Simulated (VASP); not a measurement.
# Pd (Fm-3m) in VASP: notebook, part 2 of 2

VASP 6.6.1. The steps go on from the part before.

### Step 3. Relaxation of cell and atoms, PBE, target pressure 20 GPa, at which the enthalpy is minimised

File INCAR:

```
SYSTEM = Pd
  PREC = Accurate
  ENCUT = 500
  EDIFF = 1E-7
  ISMEAR = 0
  SIGMA = 0.1
  LREAL = .False.
  LASPH = .True.
  NELM = 120
  ALGO = Normal
  ISIF = 3
  LWAVE = .False.
  LCHARG = .False.
  GGA = PE
  IBRION = 2
  NSW = 80
  EDIFFG = -0.01
  PSTRESS = 200.0
  GGA_COMPAT = .False.
  NELMIN = 4
```

File KPOINTS:

```
regular mesh
0
Gamma
  11 11 11
  0 0 0
```

File POSCAR:

```
Pd
1.0
    0.0000000000      1.9450000000      1.9450000000
    1.9450000000      0.0000000000      1.9450000000
    1.9450000000      1.9450000000      0.0000000000
Pd
1
Direct
    0.0000000000      0.0000000000      0.0000000000
```

Potentials or basis: VASP PAW PBE potentials, release 64 (Pd).

Run with:

```sh
$ cat potpaw_PBE.64/Pd/POTCAR > POTCAR
$ mpirun -np 1 vasp_std > vasp.out
```

OUTCAR:

```text
SYSTEM = Pd
   PREC = Accurate
   ENCUT = 500
   EDIFF = 1E-7
   ISMEAR = 0
   LREAL = .False.
   LASPH = .True.
   NELM = 120
   ISIF = 3
   GGA = PE
   IBRION = 2
   NSW = 80
   EDIFFG = -0.01
   PSTRESS = 200.0
   NELMIN = 4

 ion  position               nearest neighbor table
   1  0.000  0.000  0.000-

  LATTYP: Found a face centered cubic cell.
 ALAT       =     3.8900000000

  Lattice vectors:

 A1 = (   0.0000000000,   1.9450000000,   1.9450000000)
 A2 = (   1.9450000000,   0.0000000000,   1.9450000000)
 A3 = (   1.9450000000,   1.9450000000,   0.0000000000)

Analysis of symmetry for initial positions (statically):
=====================================================================
 Subroutine PRICEL returns:
 Original cell was already a primitive cell.

 Routine SETGRP: Setting up the symmetry group for a
 face centered cubic supercell.

 Subroutine GETGRP returns: Found 48 space group operations
 (whereof 48 operations were pure point group operations)
 out of a pool of 48 trial point group operations.

The static configuration has the point symmetry O_h .

Analysis of symmetry for dynamics (positions and initial velocities):
=====================================================================
 Subroutine PRICEL returns:
 Original cell was already a primitive cell.

 Routine SETGRP: Setting up the symmetry group for a
 face centered cubic supercell.

 Subroutine GETGRP returns: Found 48 space group operations
 (whereof 48 operations were pure point group operations)
 out of a pool of 48 trial point group operations.

The dynamic configuration has the point symmetry O_h .

 Subroutine INISYM returns: Found 48 space group operations
 (whereof 48 operations are pure point group operations),
 and found     1 'primitive' translations

----------------------------------------------------------------------------------------

                                     Primitive cell

  volume of cell :      14.7160

  direct lattice vectors                    reciprocal lattice vectors
     0.000000000  1.945000000  1.945000000    -0.257069409  0.257069409  0.257069409
     1.945000000  0.000000000  1.945000000     0.257069409 -0.257069409  0.257069409
[... 91 lines left out ...]
   POTIM  = 0.5000    time-step for ionic-motion
   TEBEG  =    0.0;   TEEND  =   0.0 temperature during run
   PSTRESS=  200.0 pullay stress
   NELECT =      10.0000    total number of electrons
   NUPDOWN=      -1.0000    fix difference up-down
   EMIN   =  10.00;   EMAX   =-10.00  energy-range for DOS
   EFERMI =   0.00;   METHOD = LEGACY
   ISMEAR =     0;   SIGMA  =   0.10  broadening in eV -4-tet -1-fermi 0-gaus
   EFERMI_NEDOS =   21; number of points for ismear=-14 and -15
   IALGO  =     38    algorithm
   IMIX   =      4    mixing-type and parameters
     AMIX     =   0.40;   BMIX     =  1.00
     AMIX_MAG =   1.60;   BMIX_MAG =  1.00
  volume/ion in A,a.u.               =      14.72        99.31
  Fermi-wavevector in a.u.,A,eV,Ry     =   1.439280  2.719844 28.184827  2.071526
  Thomas-Fermi vector in A             =   2.558153
   LORBIT       =      0    0 simple, 1 ext, 2 COOP (PROOUT), +10 PAW based schemes
   GGA     = PE    functional components
   LHFCALC =     F    Hartree Fock is set to
   AEXX    =    0.0000 exact exchange contribution
   IVDW    =     0    specifies the selected vdW correction
   LEPSILON=     F    determine dielectric tensor
   LRPA    =     F    only Hartree local field effects (RPA)
 conjugate gradient relaxation of ions
 non-spin polarized calculation
 Gauss-broadening in eV      SIGMA  =   0.10
  energy-cutoff  :      500.00
  volume of cell :       14.72
 maximum number of plane-waves:       383
   NGX =  9   NGY =  9   NGZ =  9

--------------------------------------- Ionic step        1  -------------------------------------------

 number of electron      10.0000000 magnetization

 Free energy of the ion-electron system (eV)
  ---------------------------------------------------
  ext. energy  EPLUGINS =         0.00000000
  ---------------------------------------------------
  free energy    TOTEN  =        -5.19577113 eV

  energy without entropy =       -5.18294775  energy(sigma->0) =       -5.18935944

 E-fermi :   9.8532     XC(G=0): -13.1973

 val. band max:        9.8312255933   @ k =  -0.4545   0.3636   0.0909
 cond. band min:       9.8576773472   @ k =   0.4545   0.1818   0.0000
 fundamental gap:      0.0264517540
 Fermi energy:         9.8532360720

 k-point     1 :       0.0000    0.0000    0.0000
  band No.  band energies     occupation
      1       2.6650      2.00000
      2       6.9852      2.00000
      3       6.9852      2.00000
      4       6.9852      2.00000
      5       8.6013      2.00000
      6       8.6013      2.00000
      7      27.0169      0.00000
      8      31.8060      0.00000
      9      31.8060      0.00000
[... 386 lines left out ...]
--------------------------------------- Ionic step        4  -------------------------------------------

 number of electron      10.0000004 magnetization

 Free energy of the ion-electron system (eV)
  ---------------------------------------------------
  ext. energy  EPLUGINS =         0.00000000
  ---------------------------------------------------
  free energy    TOTEN  =        -5.13382769 eV

  energy without entropy =       -5.12163806  energy(sigma->0) =       -5.12773288

 E-fermi :  10.7542     XC(G=0): -13.5208

 val. band max:       10.7346441359   @ k =  -0.4545   0.3636   0.0909
 cond. band min:      10.7656347261   @ k =   0.4545   0.1818   0.0000
 fundamental gap:      0.0309905901
 Fermi energy:        10.7542195991

 k-point     1 :       0.0000    0.0000    0.0000
  band No.  band energies     occupation
      1       3.1546      2.00000
      2       7.6383      2.00000
      3       7.6383      2.00000
      4       7.6383      2.00000
      5       9.3964      2.00000
      6       9.3964      2.00000
      7      27.9220      0.00000
      8      33.0077      0.00000
      9      33.0077      0.00000
[... 308 lines left out ...]
  energy  without entropy=       -5.1216380624  energy(sigma->0) =       -5.12773288

  enthalpy is  TOTEN    =        -3.3887737579 eV   P V=        1.7450539314

 reached required accuracy - stopping structural energy minimisation
```

Wall time 9.7 s (1 thread of Intel Xeon 6975P-C (Granite Rapids), shared host); peak memory 0.13 GiB.

What came out:

- Free energy: -5.1338 eV
- Relaxed volume: 13.98 Å³/atom
- Relaxed cell: a = 2.704 Å, b = 2.704 Å, c = 2.704 Å, α = 60.00°, β = 60.00°, γ = 60.00°
- Space group after relaxing (to 0.1 Å): Fm-3m (No. 225)
- Energy change on relaxing (the run minimises the enthalpy): +61.9 meV/atom
- Ionic steps: 4
- Pressure after relaxing: 19.9 GPa
- Band gap on the k mesh: zero (bands 5 and 6 overlap by 1.66 eV)

The path:
| step | energy change (eV) | largest force (eV/Å) | pressure (GPa) | volume (Å³) |
| --- | --- | --- | --- | --- |
| 1 | 0.0000 | 0.0000 | 7.70 | 14.72 |
| 2 | 0.4326 | 0.0000 | 61.78 | 12.44 |
| 3 | 0.0591 | 0.0000 | 19.46 | 14.00 |
| 4 | 0.0619 | 0.0000 | 19.90 | 13.98 |

Final structure:
```
Pd
1.0
     0.00000    1.91199    1.91199
     1.91199    0.00000    1.91199
     1.91199    1.91199    0.00000
Pd
1
Cartesian
  3.8240 1.9120 1.9120
```

Caveat: the cell is relaxed towards a set pressure, so the run minimises the enthalpy, not the energy.

### Step 4. Relaxation of cell and atoms, PBE, target pressure 40 GPa, at which the enthalpy is minimised

File INCAR:

```
SYSTEM = Pd
PREC = Accurate
ENCUT = 500
EDIFF = 1E-7
ISMEAR = 0
SIGMA = 0.1
LREAL = .False.
LASPH = .True.
NELM = 120
ALGO = Normal
ISIF = 3
LWAVE = .False.
LCHARG = .False.
GGA = PE
IBRION = 2
NSW = 80
EDIFFG = -0.01
PSTRESS = 400.0
GGA_COMPAT = .False.
NELMIN = 4
```

File KPOINTS:

```
Automatic mesh
0
Gamma
  11 11 11
  0 0 0
```

POSCAR is that of step 3.

Run with:

```sh
$ cat potpaw_PBE.64/Pd/POTCAR > POTCAR
$ mpirun -np 1 vasp_std > vasp.out
```

Run time: 11 s. Hardware: 1 thread of Intel Xeon 6975P-C (Granite Rapids), shared host; peak memory 0.13 GiB.

Results (log left out):

```
Free energy                                                : -4.9745 eV
Relaxed volume                                             : 13.11 Å³/atom
Relaxed cell                                               : a = 2.647 Å, b = 2.647 Å, c = 2.647 Å, α = 60.00°, β = 60.00°, γ = 60.00°
Space group after relaxing (to 0.1 Å)                      : Fm-3m (No. 225)
Energy change on relaxing (the run minimises the enthalpy) : +221.3 meV/atom
Ionic steps                                                : 5
Pressure after relaxing                                    : 40.1 GPa
Band gap on the k mesh                                     : zero (bands 5 and 6 overlap by 1.85 eV)
```

The path:
```tsv
step	energy change (eV)	largest force (eV/Å)	pressure (GPa)	volume (Å³)
1	0.0000	0.0000	7.70	14.72
2	3.6418	0.0000	322.98	9.26
3	0.1742	0.0000	34.75	13.31
4	0.2009	0.0000	37.78	13.19
5	0.2213	0.0000	40.09	13.11
```

Final structure:
```
CELL_PARAMETERS angstrom
0.00000 1.87153 1.87153
1.87153 0.00000 1.87153
1.87153 1.87153 0.00000
ATOMIC_POSITIONS crystal
Pd 0.00000 0.00000 0.00000
```

Levels at points of the mesh, in eV from the Fermi level:
```csv
k point,band 3,band 4,band 5,band 6,band 7,band 8
"(0.00, 0.00, 0.00)",-3.45,-3.45,-1.50,-1.50,17.13,22.59
```

Caveat: the cell is relaxed towards a set pressure, so the run minimises the enthalpy, not the energy.

### Step 5. Relaxation of cell and atoms, PBE, target pressure 60 GPa, at which the enthalpy is minimised

File INCAR:

```
SYSTEM = Pd
ALGO = Normal
EDIFF = 1E-7
EDIFFG = -0.01
ENCUT = 500
GGA = PE
GGA_COMPAT = .False.
IBRION = 2
ISIF = 3
ISMEAR = 0
LASPH = .True.
LCHARG = .False.
LREAL = .False.
LWAVE = .False.
NELM = 120
NELMIN = 4
NSW = 80
PREC = Accurate
PSTRESS = 600.0
SIGMA = 0.1
```

File KPOINTS:

```
k-points
0
Gamma
  11 11 11
  0 0 0
```

POSCAR is that of step 4.

Run with:

```sh
$ cat potpaw_PBE.64/Pd/POTCAR > POTCAR
$ mpirun -np 1 vasp_std > vasp.out
```

Wall time 26 s (1 thread of Intel Xeon 6975P-C (Granite Rapids), shared host); peak memory 0.14 GiB.

The run converged. Its results:

- Free energy: -4.7815 eV
- Relaxed volume: 12.49 Å³/atom
- Relaxed cell: a = 2.604 Å, b = 2.604 Å, c = 2.604 Å, α = 60.00°, β = 60.00°, γ = 60.00°
- Space group after relaxing (to 0.1 Å): Fm-3m (No. 225)
- Energy change on relaxing (the run minimises the enthalpy): +414.3 meV/atom
- Ionic steps: 16
- Pressure after relaxing: 60.0 GPa
- Band gap on the k mesh: zero (bands 5 and 6 overlap by 2.01 eV)

The path:
| step | energy change (eV) | largest force (eV/Å) | pressure (GPa) | volume (Å³) |
| --- | --- | --- | --- | --- |
| 1 | 0.0000 | 0.0000 | 7.70 | 14.72 |
| 2 | 14.1963 | 0.0000 | 1170.30 | 6.67 |
| 3 | 0.2418 | 0.0000 | 42.39 | 13.03 |
| 4 | 0.3086 | 0.0000 | 49.45 | 12.80 |
| 5 | 0.4190 | 0.0000 | 60.47 | 12.47 |
| 6 | 0.4032 | 0.0000 | 58.93 | 12.52 |
| 7 | 0.4040 | 0.0000 | 59.01 | 12.51 |
| 8 | 0.4065 | 0.0000 | 59.25 | 12.51 |
| 9 | 0.4065 | 0.0000 | 59.25 | 12.51 |
| 10 | 0.4066 | 0.0000 | 59.26 | 12.51 |
| 11 | 0.4068 | 0.0000 | 59.28 | 12.51 |
| 12 | 0.4072 | 0.0000 | 59.32 | 12.51 |
| 13 | 0.4080 | 0.0000 | 59.40 | 12.50 |
| 14 | 0.4096 | 0.0000 | 59.55 | 12.50 |
| 15 | 0.4128 | 0.0000 | 59.86 | 12.49 |
| 16 | 0.4143 | 0.0000 | 60.00 | 12.49 |

Final structure:
```
Pd
1.0
     0.00000    1.84139    1.84139
     1.84139    0.00000    1.84139
     1.84139    1.84139    0.00000
Pd
1
Direct
  0.00000 0.00000 0.00000
```

Levels at points of the mesh, in eV from the Fermi level:
```tsv
k point	band 1	band 2	band 3	band 4	band 5	band 6	band 7	band 8	band 9
(0.00, 0.00, 0.00)	-8.56	-3.74	-3.74	-3.74	-1.62	-1.62	17.07	22.82	22.82
```

Caveat: the cell is relaxed towards a set pressure, so the run minimises the enthalpy, not the energy; the volume moved by over 15 % at a fixed basis, so the end points are rough.

### Step 6. Overview

| cell | gap on the mesh (eV) | pressure (GPa) |
| --- | --- | --- |
| relaxed | none | -0.1 |
| relaxed to 20 GPa | none | 19.9 |
| relaxed to 40 GPa | none | 40.1 |
| relaxed to 60 GPa | none | 60.0 |

Alike in all rows: task relaxation of cell and atoms; level PBE; potentials or basis VASP PAW PBE potentials, release 64 (Pd); no spin polarisation; k mesh 11 × 11 × 11; cutoff (eV) 500; smearing gaussian 0.1 eV.

Caveats: the cell is relaxed towards a set pressure, so the run minimises the enthalpy, not the energy (at least some runs); the volume moved by over 15 % at a fixed basis, so the end points are rough (at least some runs).

Total energies depend on the potentials used, so only differences within one code and one set of settings carry meaning.
